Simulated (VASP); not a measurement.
Here is a VASP 6.6.1 calculation.

The input INCAR:

```
SYSTEM = Cu
PREC = Accurate ; ENCUT = 520
EDIFF = 1E-6 ; ISMEAR = -1
SIGMA = 0.08 ; LREAL = .FALSE.
LASPH = .TRUE. ; NELM = 60
ALGO = Normal ; ISIF = 2
LWAVE = .FALSE. ; LCHARG = .FALSE.
GGA = PE ; NBANDS = 12
```

The input KPOINTS:

```
regular mesh
0
G
  19 19 19
  0 0 0
```

POSCAR

```
Cu
1.0
    0.0000000000      1.8075000000      1.8075000000
    1.8075000000      0.0000000000      1.8075000000
    1.8075000000      1.8075000000      0.0000000000
Cu
1
Direct
    0.0000000000      0.0000000000      0.0000000000
```

Potentials or basis: VASP PAW PBE potentials, release 64 (Cu).

Launch:

```bash
$ cat potpaw_PBE.64/Cu/POTCAR > POTCAR
$ mpirun -np 1 vasp_std > vasp.out
```

Problem. Estimate the pressure.

Solution. 2.3 GPa.
